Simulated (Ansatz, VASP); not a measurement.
# Two plane-wave programs on MgO

INCAR

```
ALGO = Normal
EDIFF = 1E-8
ENCUT = 520
GGA_COMPAT = F
ISIF = 2
ISMEAR = -1
LASPH = T
LCHARG = F
LEFG = T
LREAL = F
LWAVE = F
NBANDS = 11
NELM = 120
PREC = Accurate
SIGMA = 0.01
```

Contents of KPOINTS:

```
k-points
0
Gamma
  10 10 10
```

File POSCAR:

```
MgO
1.0
    0.0000000000      2.1351500000      2.1351500000
    2.1351500000      0.0000000000      2.1351500000
    2.1351500000      2.1351500000      0.0000000000
Mg O
1 1
Direct
    0.0000000000      0.0000000000      0.0000000000
    0.5000000000      0.5000000000      0.5000000000
```

Input for Ansatz:

```yaml
crystal:
  lattice:
    - [0.0, 2.13515, 2.13515]
    - [2.13515, 0.0, 2.13515]
    - [2.13515, 2.13515, 0.0]
  atoms:
    - { symbol: Mg, position: [0.0, 0.0, 0.0] }
    - { symbol: O, position: [0.5, 0.5, 0.5] }
kpoints:
  mp_grid: { grid: [10, 10, 10] }
  band_path:
    path:
      - [0.0, 0.0, 0.0]
      - [0.5, 0.0, 0.5]
      - [0.625, 0.25, 0.625]
      - [0.375, 0.375, 0.75]
      - [0.0, 0.0, 0.0]
      - [0.5, 0.5, 0.5]
      - [0.5, 0.25, 0.75]
      - [0.5, 0.0, 0.5]
    npoints: 5
scf:
  occupations: { method: fermi_dirac, width: 0.01 }
hamiltonian:
  xc: lda
  pseudopotentials: { kind: paw }
output:
  forces: true
  stress: true
  eigenvalues: true
  efg: { contact_densities: true }
```

Alike in both runs: task electric field gradients; functional LDA; k mesh 10 × 10 × 10; occupations fermi-dirac, width 0.01 eV; no spin polarisation.

|  | VASP | Ansatz |
| --- | --- | --- |
| version | VASP 6.6.1 | Ansatz 0.2.0 |
| potentials or method | VASP PAW LDA potentials, release 64 (Mg, O) | PAW with Ansatz's default frozen-core files, scalar-relativistic |
| plane-wave cutoff (eV) | 520 | 420 |
| valence electrons in the cell | 8 | 16 |

VASP gave:

* gap on the k mesh at the Fermi level (eV): 4.27
* pressure (GPa): -13.2

Which values does Ansatz return?

gap on the k mesh at the Fermi level (eV): 4.27; pressure (GPa): -11.6.

LDA's correlation is that of Perdew and Zunger in VASP and of Perdew and Wang (1992) in Ansatz. VASP's potentials hold 8 valence electrons a cell and Ansatz's 16, so a difference there can come from the potentials and not from the codes.
